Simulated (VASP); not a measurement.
NiO, 2 atoms in the cell. Symmetry: P4mm, No. 99, tetragonal system. The conventional cell has a = 2.693 Å, b = 2.693 Å, c = 3.030 Å, α = 90.00°, β = 90.00°, γ = 90.00°. Within 2.5 Å of Ni (site symmetry 4mm) lie 4 O at 1.90 Å. O (site symmetry 4mm) has 4 Ni at 1.90 Å within 2.5 Å. 

| Quantity | Value |
| --- | --- |
| Program | VASP 6.6.1 |
| Task | single point |
| Functional | PBE |
| Potentials or basis | VASP PAW PBE potentials, release 64 (Ni, O) |
| Cutoff | 520 eV |
| k mesh | 6 × 6 × 6 |
| Occupations | gaussian, width 0.1 eV |
| Spin | collinear spin, ferromagnetic start |
| Starting moments | [2.0, 0.0] μB |
| Dipole correction | no |
| Further INCAR settings | ALGO = Normal; EDIFF = 1e-07; NBANDS = 19 |

Potentials or basis: VASP PAW PBE potentials, release 64 (Ni, O).

The run is started by

```bash
$ cat potpaw_PBE.64/Ni/POTCAR potpaw_PBE.64/O/POTCAR > POTCAR
$ mpirun -np 1 vasp_std > vasp.out
```

Hardware: 1 thread of AMD EPYC 7R13 Processor (Zen 3), with other jobs on the host.

Q: How long does it take, and how much memory?

A: Wall time 32 s on 1 thread of AMD EPYC 7R13 Processor (Zen 3), on a shared host, peak memory 0.12 GiB. Counts: scf iterations 16, k points 40.
